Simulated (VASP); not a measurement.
A run of VASP 6.6.1:

INCAR

```
ALGO = Normal
EDIFF = 1E-8
ENCUT = 520
GGA = PS
ISIF = 2
ISMEAR = -1
LASPH = T
LCHARG = F
LEFG = T
LREAL = F
LWAVE = F
NBANDS = 19
NELM = 80
PREC = Accurate
SIGMA = 0.03
```

File KPOINTS:

```
k-points
0
Gamma
  16 16 8
```

The input POSCAR:

```
Zn
1.0
    2.6647980532      0.0266479805      0.0266479805
   -1.3093211985      2.2944588197      0.0097538378
    0.0494670000      0.0494670000      4.9467000000
Zn
2
Direct
    0.3333333333      0.6666666667      0.2500000000
    0.6666666667      0.3333333333      0.7500000000
```

Potentials or basis: VASP PAW PBE potentials, release 64 (Zn).

Command:

```console
$ cat potpaw_PBE.64/Zn/POTCAR > POTCAR
$ mpirun -np 1 vasp_std > vasp.out
```

Hardware: 1 thread of Intel(R) Xeon(R) Platinum 8488C (Sapphire Rapids), on a shared host.

Problem. How long does it take, and how much memory?

Solution. Wall time 4.3 min on 1 thread of Intel(R) Xeon(R) Platinum 8488C (Sapphire Rapids), on a shared host, peak memory 0.53 GiB. Counts: scf iterations 14, k points 1028.
